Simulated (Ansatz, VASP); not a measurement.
# One calculation of Al2O, two programs

File INCAR:

```
SYSTEM = Al2O
PREC = Accurate ; ENCUT = 520
EDIFF = 1E-6 ; ISMEAR = 1
SIGMA = 0.1 ; LREAL = .False.
LASPH = .True. ; NELM = 100
ALGO = Normal ; ISIF = 2
LWAVE = .False. ; LCHARG = .False.
GGA = PS ; NBANDS = 13
```

KPOINTS

```
Automatic mesh
0
Gamma
  7 7 7
  0 0 0
```

POSCAR

```
Al2O
1.0
    0.0000000000      2.8831578470      2.8831578470
    2.8831578470      0.0000000000      2.8831578470
    2.8831578470      2.8831578470      0.0000000000
Al O
2 1
Direct
    0.2500000000      0.2500000000      0.2500000000
    0.7500000000      0.7500000000      0.7500000000
    0.0000000000      0.0000000000      0.0000000000
```

Input for Ansatz:

```yaml
crystal:
  lattice:
    - [0.0, 2.8831578470451165, 2.8831578470451165]
    - [2.8831578470451165, 0.0, 2.8831578470451165]
    - [2.8831578470451165, 2.8831578470451165, 0.0]
  atoms:
    - { symbol: Al, position: [0.25, 0.25, 0.25] }
    - { symbol: Al, position: [0.75, 0.75, 0.75] }
    - { symbol: O, position: [0.0, 0.0, 0.0] }
basis:
  ecutwfc: 500.0
kpoints:
  mp_grid:
    grid: [7, 7, 7]
hamiltonian:
  xc: pbesol
scf:
  lower_state_search: standard
  mixing:
    algorithm: anderson
  occupations:
    method: cold
output:
  stress: true
```

Alike in both runs: task single point; functional PBEsol; k mesh 7 × 7 × 7; no spin polarisation.

|  | VASP | Ansatz |
| --- | --- | --- |
| version | VASP 6.6.1 | Ansatz 0.2.0 |
| potentials or method | VASP PAW PBE potentials, release 64 (Al, O), cutoff 520 eV | plane waves, PAW |
| occupations | methfessel-paxton of order 1, width 0.1 eV | cold |
| valence electrons in the cell | 12 | 12 |

Ansatz gave:

```
pressure (GPa) : -4.3
```

**Question.** Which values does VASP return?

**Answer.** Pressure (GPa): -4.4.

VASP's potentials were made for PBE, not for PBEsol.
